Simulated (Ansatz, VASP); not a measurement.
## ZrN in VASP and in Ansatz

```xyz
2
Lattice="0.0000 2.3290 2.3290 2.3290 0.0000 2.3290 2.3290 2.3290 0.0000" Properties=species:S:1:pos:R:3 pbc="T T T"
Zr    0.0000    0.0000    0.0000
N     2.3290    2.3290    2.3290
```

Change from the starting cell: volume scaled by 1.06, crystal datasets.

Alike in both runs: task electric field gradients; functional PBE; k mesh 9 × 9 × 9; occupations fermi-dirac, width 0.01 eV; no spin polarisation.

```csv
,VASP,Ansatz
version,VASP 6.6.1,Ansatz 0.2.0
potentials or method,"VASP PAW PBE potentials, release 64 (Zr_sv, N), cutoff 520 eV","all-electron PAW with datasets made for the crystal, scalar-relativistic"
```

```tsv
	VASP	Ansatz	Ansatz less VASP
pressure (GPa)	-9.2	-9.3	-0.16
```

Ansatz ran all-electron here, and VASP with PAW potentials.
